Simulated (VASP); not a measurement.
The system is Be5Te2.

```
Be Te
1.0
     3.86004   -0.03839   -0.04480
    -1.96327    3.38432    0.10447
    -0.11364    0.24036    9.73227
Be Te
5 2
Direct
  0.99501 0.99416 0.00737
  0.67602 0.30745 0.99561
  0.31152 0.68156 0.97575
  0.76138 0.36110 0.45163
  0.33006 0.68868 0.58646
  0.27698 0.63982 0.30863
  0.64904 0.32723 0.67454
```

| Quantity | Value |
| --- | --- |
| Program | VASP 6.6.1 |
| Task | relaxation of cell and atoms |
| Functional | PBE |
| Potentials or basis | VASP PAW PBE potentials, release 64 (Be, Te) |
| Cutoff | 600 eV |
| k mesh | 6 × 6 × 2 |
| Occupations | gaussian, width 0.2 eV |
| Spin | no spin polarisation |

At the start: pressure 1.8 GPa; volume 18.04 Å³/atom.

Q: Where does the relaxation end?

A: Over 20 steps the energy falls by 201.4 meV/atom and the volume is 17.50 Å³/atom (-3.0 %); space group P1 (No. 1, to 0.1 Å) before, C2/m (No. 12, to 0.1 Å).

Step by step:
```csv
step,energy change (eV),largest force (eV/Å),pressure (GPa),volume (Å³)
1,0.0000,2.8313,1.75,126.31
2,-0.7872,1.6030,-2.75,129.87
3,-0.8752,1.4722,-4.27,131.91
4,-1.2163,0.9650,-0.36,123.29
5,-1.2174,0.9532,-0.07,122.82
6,-1.3268,0.4030,0.24,122.24
7,-1.3404,0.3721,0.51,121.93
8,-1.3667,0.2809,0.04,123.00
9,-1.3748,0.2689,-0.37,124.03
10,-1.3897,0.1470,0.05,123.51
11,-1.3917,0.1063,0.28,123.24
12,-1.3973,0.1157,-0.17,123.91
13,-1.3973,0.1258,-0.22,123.99
14,-1.4016,0.1039,-0.13,123.61
15,-1.4048,0.1243,0.03,122.90
16,-1.4080,0.0565,0.01,122.67
17,-1.4085,0.0561,0.00,122.55
18,-1.4092,0.0326,0.01,122.50
19,-1.4092,0.0381,0.00,122.49
20,-1.4096,0.0202,0.02,122.49
```

Final structure:
```
Be Te
1.0
     3.83935    0.00185    0.01268
    -1.92141    3.32241   -0.00465
     0.02400    0.00030    9.59993
Be Te
5 2
Direct
  0.99582 0.99413 0.99877
  0.66270 0.32760 0.98885
  0.32936 0.66100 0.00851
  0.67705 0.33534 0.41849
  0.32898 0.67311 0.58326
  0.34564 0.66875 0.31585
  0.66045 0.34008 0.68627
```
